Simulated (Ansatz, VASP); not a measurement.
**Two plane-wave programs on TaN**

```
Ta N
1.0
     2.92389    0.00000    0.00000
    -1.46195    2.53217    0.00000
     0.00000    0.00000    2.87089
Ta N
1 1
Cartesian
  0.0000 0.0000 1.4354
  1.4619 0.8441 0.0000
```

Alike in both runs: functional PBEsol; k mesh 12 × 12 × 12; occupations fermi-dirac, width 0.08 eV; no spin polarisation.

Ansatz relaxed the structure, and its values are those at the end. VASP's run is a single point on that final structure, the one shown.

|  | VASP | Ansatz |
| --- | --- | --- |
| version | VASP 6.6.1 | Ansatz 0.2.0 |
| potentials or method | VASP PAW PBE potentials, release 64 (Ta_pv, N) | PAW with Ansatz's default frozen-core files, scalar-relativistic |
| plane-wave cutoff (eV) | 520 | 420 |
| valence electrons in the cell | 16 | 18 |

Ansatz gave:

- pressure (GPa): 0.0

Question: Estimate VASP's values.

Answer: Pressure (GPa): 0.8.

VASP's potentials were made for PBE, not for PBEsol. VASP's potentials hold 16 valence electrons a cell and Ansatz's 18, so a difference there can come from the potentials and not from the codes.

Spin-orbit coupling is off throughout.
